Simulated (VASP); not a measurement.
Ta2N:

```xyz
3
Lattice="3.0493 0.0000 0.0000 -1.5247 2.6408 0.0000 0.0000 0.0000 4.7704" Properties=species:S:1:pos:R:3 pbc="T T T"
Ta    1.5247    0.8803    3.5553
Ta    0.0000    1.7605    1.2151
N     0.0000    0.0000    0.0000
```

Base run:

- Program: VASP 6.6.1
- Functional: PBE
- Potentials or basis: VASP PAW PBE potentials, release 64 (Ta_pv, N)
- Cutoff: 520 eV
- k mesh: 12 × 12 × 6
- Occupations: gaussian, width 0.05 eV
- Spin: no spin polarisation

Its results: pressure 18.8 GPa; largest force 0.301 eV/Å.

Problem. The run is repeated on the same cell with these changes: potentials or basis from VASP PAW PBE potentials, release 64 (Ta_pv, N) to VASP PAW PBE potentials, release 64 (Ta_sv_GW, N); cutoff from 520 eV to 600 eV; further incar settings from ALGO = Normal; EDIFF = 1e-06; NBANDS = 20 to ALGO = Normal; EDIFF = 1e-06; NBANDS = 22; valence electrons from 27 to 31. What comes out?

Solution. Pressure 18.2 GPa; largest force 0.290 eV/Å.
